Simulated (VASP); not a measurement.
# Al (P6_3/mmc) in VASP: notebook

Runs on Al. Level: LDA. Tasks: single point.

All numbers are computed with VASP 6.6.1; they aren't measurements. Logs are shortened: lines on timing, memory, paths and dates and some standing lists are left out, and cuts for length are marked.

## (1) The cell of the first run

The structure is hexagonal, space group P6_3/mmc (No. 194). Conventional cell: a = 2.852 Å, b = 2.852 Å, c = 4.405 Å, α = 90.00°, β = 90.00°, γ = 120.00°. Al (site symmetry -6m2) has 12 Al at 2.75 to 2.85 Å within 3.6 Å.

This isn't the form of Al at room conditions, which is fcc.

## (2) Single point, LDA

INCAR reads:

```
PREC = Accurate
ENCUT = 520
EDIFF = 1E-6
ISMEAR = 0
SIGMA = 0.15
LREAL = F
LASPH = T
NELM = 80
ALGO = Normal
ISIF = 2
LWAVE = F
LCHARG = F
GGA = CA
NBANDS = 10
```

KPOINTS reads:

```
regular mesh
0
Gamma
  18 18 10
```

POSCAR reads:

```
Al
1.0
    2.8515000000      0.0000000000      0.0000000000
   -1.4257500000      2.4694714389      0.0000000000
    0.0000000000      0.0000000000      4.4051000000
Al
2
Direct
    0.6666666667      0.3333333333      0.7500000000
    0.3333333333      0.6666666667      0.2500000000
```

Potentials or basis: VASP PAW LDA potentials, release 64 (Al).

Command:

```console
$ cat potpaw_LDA.64/Al/POTCAR > POTCAR
$ mpirun -np 1 vasp_std > vasp.out
```

OUTCAR:

```text
PREC = Accurate
   ENCUT = 520
   EDIFF = 1E-6
   ISMEAR = 0
   LREAL = F
   LASPH = T
   NELM = 80
   ISIF = 2
   GGA = CA

 ion  position               nearest neighbor table
   1  0.667  0.333  0.750-   2 2.75   2 2.75   2 2.75   2 2.75   2 2.75   2 2.75
   2  0.333  0.667  0.250-   1 2.75   1 2.75   1 2.75   1 2.75   1 2.75   1 2.75

  LATTYP: Found a hexagonal cell.
 ALAT       =     2.8515000000
 C/A-ratio  =     1.5448360512

  Lattice vectors:

 A1 = (   2.8515000000,   0.0000000000,   0.0000000000)
 A2 = (  -1.4257500000,   2.4694714389,   0.0000000000)
 A3 = (   0.0000000000,   0.0000000000,   4.4051000000)

Analysis of symmetry for initial positions (statically):
=====================================================================
 Subroutine PRICEL returns:
 Original cell was already a primitive cell.

 Routine SETGRP: Setting up the symmetry group for a
 hexagonal supercell.

 Subroutine GETGRP returns: Found 24 space group operations
 (whereof 12 operations were pure point group operations)
 out of a pool of 24 trial point group operations.

The static configuration has the point symmetry D_3d.
 The point group associated with its full space group is D_6h.

Analysis of symmetry for dynamics (positions and initial velocities):
=====================================================================
 Subroutine PRICEL returns:
 Original cell was already a primitive cell.

 Routine SETGRP: Setting up the symmetry group for a
 hexagonal supercell.

 Subroutine GETGRP returns: Found 24 space group operations
 (whereof 12 operations were pure point group operations)
 out of a pool of 24 trial point group operations.

The dynamic configuration has the point symmetry D_3d.
 The point group associated with its full space group is D_6h.

 Subroutine INISYM returns: Found 24 space group operations
 (whereof 12 operations are pure point group operations),
 and found     1 'primitive' translations

----------------------------------------------------------------------------------------

                                     Primitive cell

  volume of cell :      31.0194

  direct lattice vectors                    reciprocal lattice vectors
     2.851500000  0.000000000  0.000000000     0.350692618  0.202472477  0.000000000
    -1.425750000  2.469471439  0.000000000     0.000000000  0.404944955  0.000000000
     0.000000000  0.000000000  4.405100000     0.000000000  0.000000000  0.227009603

  length of vectors
     2.851500000  2.851500000  4.405100000     0.404944955  0.404944955  0.227009603

  position of ions in fractional coordinates (direct lattice)
     0.666666667  0.333333333  0.750000000
     0.333333333  0.666666667  0.250000000

  ion indices of the primitive-cell ions
   primitive index   ion index
                 1           1
                 2           2

----------------------------------------------------------------------------------------

 KPOINTS: regular mesh

Automatic generation of k-mesh.
 Grid dimensions read from file:
 generate k-points for:   18   18   10

 Generating k-lattice:

  Cartesian coordinates                     Fractional coordinates (reciprocal lattice)
     0.019482923  0.011248471  0.000000000     0.055555556 -0.000000000  0.000000000
     0.000000000  0.022496942  0.000000000     0.000000000  0.055555556  0.000000000
     0.000000000  0.000000000  0.022700960     0.000000000  0.000000000  0.100000000

  Length of vectors
     0.022496942  0.022496942  0.022700960

  Shift w.r.t. Gamma in fractional coordinates (k-lattice)
     0.000000000  0.000000000  0.000000000

 Subroutine IBZKPT returns following result:
 ===========================================

 Found    222 irreducible k-points:

 Following reciprocal coordinates:
            Coordinates               Weight
  0.000000  0.000000  0.000000      1.000000
  0.055556 -0.000000  0.000000      6.000000
  0.111111 -0.000000  0.000000      6.000000
  0.166667  0.000000  0.000000      6.000000
  0.222222  0.000000  0.000000      6.000000
  0.277778  0.000000  0.000000      6.000000
[... 16 lines left out ...]
  0.333333  0.111111  0.000000     12.000000
  0.388889  0.111111  0.000000     12.000000
 [... further k-points ...]
   k-points           NKPTS =    222   k-points in BZ     NKDIM =    222   number of bands    NBANDS=     10
   number of dos      NEDOS =    301   number of ions     NIONS =      2
   total plane-waves  NPLWV =  20736
   dimension x,y,z NGX =    24 NGY =   24 NGZ =   36
   dimension x,y,z NGXF=    48 NGYF=   48 NGZF=   72
   ions per type =               2
   NGX,Y,Z   is equivalent  to a cutoff of  13.99, 13.99, 13.59 a.u.
   NGXF,Y,Z  is equivalent  to a cutoff of  27.98, 27.98, 27.17 a.u.
 SYSTEM =  unknown system
   PREC   = accura    normal or accurate (medium, high low for compatibility)
   ISTART =      0    job   : 0-new  1-cont  2-samecut
   ICHARG =      2    charge: 1-file 2-atom 10-const
   ISPIN  =      1    spin polarized calculation?
   LNONCOLLINEAR =      F non collinear calculations
   LSORBIT =      F    spin-orbit coupling
   LASPH  =      T    aspherical Exc in radial PAW
   ENCUT  =  520.0 eV  38.22 Ry    6.18 a.u.   5.30  5.30  8.19*2*pi/ulx,y,z
   NELM   =     80;   NELMIN=  2; NELMDL= -5     # of ELM steps
   EDIFF  = 0.1E-05   stopping-criterion for ELM
   LREAL  =      F    real-space projection
   EDIFFG = 0.1E-04   stopping-criterion for IOM
   NSW    =      0    number of steps for IOM
   IBRION =     -1    ionic relax: 0-MD 1-quasi-New 2-CG
   NFREE  =      0    steps in history (QN), initial steepest desc. (CG)
   ISIF   =      2    stress and relaxation
   ISYM   =      2    0-nonsym 1-usesym 2-fastsym
   POTIM  = 0.5000    time-step for ionic-motion
   TEBEG  =    0.0;   TEEND  =   0.0 temperature during run
   PSTRESS=    0.0 pullay stress
   NELECT =       6.0000    total number of electrons
   NUPDOWN=      -1.0000    fix difference up-down
   EMIN   =  10.00;   EMAX   =-10.00  energy-range for DOS
   EFERMI =   0.00;   METHOD = LEGACY
   ISMEAR =     0;   SIGMA  =   0.15  broadening in eV -4-tet -1-fermi 0-gaus
   EFERMI_NEDOS =   21; number of points for ismear=-14 and -15
   IALGO  =     38    algorithm
   IMIX   =      4    mixing-type and parameters
     AMIX     =   0.40;   BMIX     =  1.00
     AMIX_MAG =   1.60;   BMIX_MAG =  1.00
  volume/ion in A,a.u.               =      15.51       104.66
  Fermi-wavevector in a.u.,A,eV,Ry     =   0.946777  1.789148 12.196072  0.896386
  Thomas-Fermi vector in A             =   2.074807
   LORBIT       =      0    0 simple, 1 ext, 2 COOP (PROOUT), +10 PAW based schemes
   GGA     = CA    functional components
   LHFCALC =     F    Hartree Fock is set to
   AEXX    =    0.0000 exact exchange contribution
   IVDW    =     0    specifies the selected vdW correction
   LEPSILON=     F    determine dielectric tensor
   LRPA    =     F    only Hartree local field effects (RPA)
 non-spin polarized calculation
 Gauss-broadening in eV      SIGMA  =   0.15
  energy-cutoff  :      520.00
  volume of cell :       31.02
 maximum number of plane-waves:       856
 NGX is ok and might be reduce to    24
   NGX = 11   NGY = 11   NGZ = 17

 number of electron       6.0000000 magnetization

 Free energy of the ion-electron system (eV)
  ---------------------------------------------------
  ext. energy  EPLUGINS =         0.00000000
  ---------------------------------------------------
  free energy    TOTEN  =        -8.29056756 eV

  energy without entropy =       -8.28058141  energy(sigma->0) =       -8.28557448

 E-fermi :   8.4409     XC(G=0): -10.5743

 val. band max:        8.4378169292   @ k =   0.3333   0.3333   0.3000
 cond. band min:       8.4485452812   @ k =   0.3333   0.0000   0.4000
 fundamental gap:      0.0107283520
 Fermi energy:         8.4408607507

 k-point     1 :       0.0000    0.0000    0.0000
  band No.  band energies     occupation
      1      -3.0891      2.00000
      2       3.9904      2.00000
      3       4.6737      2.00000
      4      18.4850      0.00000
      5      18.4850      0.00000
      6      19.0061      0.00000
      7      19.0061      0.00000
      8      21.2634      0.00000
      9      22.2350      0.00000
     10      24.1622      0.00000

 k-point     2 :       0.0556   -0.0000    0.0000
  band No.  band energies     occupation
      1      -3.0144      2.00000
      2       4.0588      2.00000
      3       4.7460      2.00000
      4      17.0335      0.00000
      5      17.6293      0.00000
      6      18.9719      0.00000
      7      19.9911      0.00000
      8      22.0109      0.00000
      9      22.8945      0.00000
     10      23.0683      0.00000

 k-point     3 :       0.1111   -0.0000    0.0000
  band No.  band energies     occupation
      1      -2.7907      2.00000
      2       4.2640      2.00000
      3       4.9616      2.00000
      4      15.0035      0.00000
      5      16.6865      0.00000
      6      18.2297      0.00000
      7      21.2395      0.00000
      8      21.3180      0.00000
      9      21.7968      0.00000
     10      23.0452      0.00000

 k-point     4 :       0.1667    0.0000    0.0000
  band No.  band energies     occupation
      1      -2.4187      2.00000
      2       4.6059      2.00000
      3       5.3167      2.00000
      4      12.9746      0.00000
      5      15.8637      0.00000
      6      17.3483      0.00000
      7      19.3129      0.00000
      8      20.2224      0.00000
      9      22.2239      0.00000
     10      22.3216      0.00000

 k-point     5 :       0.2222    0.0000    0.0000
  band No.  band energies     occupation
      1      -1.8997      2.00000
      2       5.0845      2.00000
      3       5.8014      2.00000
      4      11.0368      0.00000
      5      15.1673      0.00000
      6      16.4353      0.00000
      7      17.4199      0.00000
      8      18.7125      0.00000
      9      21.4974      0.00000
     10      21.7437      0.00000

 k-point     6 :       0.2778    0.0000    0.0000
  band No.  band energies     occupation
      1      -1.2355      2.00000
      2       5.6994      2.00000
      3       6.3787      2.00000
      4       9.2495      0.00000
      5      14.5983      0.00000
      6      15.4309      0.00000
      7      15.6157      0.00000
      8      17.4489      0.00000
      9      20.8835      0.00000
     10      21.2478      0.00000
[... 183 lines left out ...]
 k-point    21 :       0.2222    0.1111    0.0000
  band No.  band energies     occupation
      1      -1.0148      2.00000
      2       5.9043      2.00000
      3       6.5747      2.00000
      4       9.4498      0.00000
      5      11.8063      0.00000
      6      15.7408      0.00000
      7      16.6720      0.00000
      8      18.5449      0.00000
      9      19.1264      0.00000
     10      19.4755      0.00000

 k-point    22 :       0.2778    0.1111    0.0000
  band No.  band energies     occupation
      1      -0.2091      2.00000
      2       6.6539      2.00000
      3       6.8841      2.00000
      4       8.1658      1.99049
      5      11.3217      0.00000
      6      14.0935      0.00000
      7      15.1535      0.00000
      8      18.0089      0.00000
      9      18.7123      0.00000
     10      19.0214      0.00000

 k-point    23 :       0.3333    0.1111    0.0000
  band No.  band energies     occupation
      1       0.7361      2.00000
      2       5.7861      2.00000
      3       7.5343      2.00000
      4       8.5175      0.47000
      5      10.9586      0.00000
      6      12.5538      0.00000
      7      13.7519      0.00000
      8      17.6369      0.00000
      9      18.4121      0.00000
     10      18.6927      0.00000

 k-point    24 :       0.3889    0.1111    0.0000
  band No.  band energies     occupation
      1       1.8158      2.00000
      2       4.3747      2.00000
      3       8.5255      0.42507
      4       9.3631      0.00000
      5      10.6786      0.00000
      6      11.1618      0.00000
      7      12.5741      0.00000
      8      17.4165      0.00000
      9      18.2305      0.00000
     10      18.4940      0.00000

 [... further k-points ...]
[... 5 lines left out ...]
  --------------------------------------------------------------------------------------
  -------------------------------------------------------------------------------------
  Total        0.1841820      0.1841820      1.2255660      0.0000000      0.0000000      0.0000000
  in kB        9.5131579      9.5131579     63.3015187      0.0000000      0.0000000      0.0000000
  external PRESSURE =      27.4426115 kB  Pullay stress =       0.0000000 kB

 VOLUME and BASIS-vectors are now :
 -----------------------------------------------------------------------------
  energy-cutoff  :      520.00
  volume of cell :       31.02
      direct lattice vectors                 reciprocal lattice vectors
     2.851500000  0.000000000  0.000000000     0.350692618  0.202472477  0.000000000
    -1.425750000  2.469471439  0.000000000     0.000000000  0.404944955  0.000000000
     0.000000000  0.000000000  4.405100000     0.000000000  0.000000000  0.227009603

 POSITION                                       TOTAL-FORCE (eV/Angst)
 -----------------------------------------------------------------------------------
      1.42575      0.82316      3.30382         0.000000     -0.000000      0.000000
     -0.00000      1.64631      1.10128        -0.000000      0.000000      0.000000
 -----------------------------------------------------------------------------------
    total drift:                                0.000000     -0.000000      0.000000

  FREE ENERGIE OF THE ION-ELECTRON SYSTEM (eV)
  ---------------------------------------------------
  free  energy   TOTEN  =        -8.2905675562 eV

  energy  without entropy=       -8.2805814096  energy(sigma->0) =       -8.28557448
```

Run time: 49 s. Hardware: 1 thread of Intel Xeon 8259CL, shared host; peak memory 0.17 GiB.

What came out:

```yaml
Free_energy: -8.2906 eV
Pressure: 2.7 GPa
Band_gap_on_the_k_mesh: zero (bands 3 and 4 overlap by 8.50 eV)
```

Stress tensor (GPa, compression positive):
```
0.95 0.00 0.00
0.00 0.95 0.00
0.00 0.00 6.33
```

(Part 1 of 2 ends here.)
